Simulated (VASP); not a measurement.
# Hf: single point with r2SCAN

Hf:

```
Hf
1.0
     0.00000    2.22000    2.22000
     2.10900    0.00000    2.22000
     2.10900    2.22000    0.00000
Hf
1
Cartesian
  0.0000 0.0000 0.0000
```

This cell differs from its parent crystal: strain -0.0500 x Voigt [1, 0, 0, 0, 0, 0].

- Program: VASP 6.6.1
- Task: single point
- Functional: r2SCAN
- Potentials or basis: VASP PAW PBE potentials, release 64 (Hf_pv)
- Cutoff: 520 eV
- k mesh: 18 × 18 × 18
- Occupations: gaussian, width 0.15 eV
- Spin: no spin polarisation

```json
{
  "Pressure": "8.4 GPa",
  "Band gap on the k mesh": "zero (bands 5 and 6 overlap by 2.33 eV)"
}
```

Stress tensor (GPa, compression positive):
```
10.17  0.00  0.00
 0.00  7.44  0.00
 0.00  0.00  7.44
```

Levels at points of the mesh, in eV from the Fermi level:
| k point | band 2 | band 3 | band 4 | band 5 | band 6 | band 7 | band 8 | band 9 |
| --- | --- | --- | --- | --- | --- | --- | --- | --- |
| (0.00, 0.00, 0.00) | -30.83 | -30.83 | -7.80 | 1.46 | 1.46 | 2.06 | 4.43 | 5.31 |
| (0.50, 0.00, 0.00) | -31.01 | -30.93 | -3.95 | 0.65 | 1.04 | 1.79 | 6.97 | 7.43 |
| (0.50, 0.50, 0.00) | -31.23 | -31.13 | -3.69 | -2.37 | 2.57 | 7.23 | 7.51 | 8.18 |
| (0.00, 0.50, 0.50) | -31.27 | -31.27 | -3.61 | -2.59 | 3.53 | 7.25 | 7.86 | 7.86 |

Run time: 2.4 min on 1 thread of Intel(R) Xeon(R) Platinum 8488C (Sapphire Rapids) (shared host), peak memory 0.23 GiB.

Caveat: the cell differs from its parent crystal (strain -0.0500 x Voigt [1, 0, 0, 0, 0, 0]); the cell stands under pressure; the PAW data sets were made with another functional, which shifts forces and pressure a little; spin-orbit coupling is left out, which moves the levels of the heavy elements.
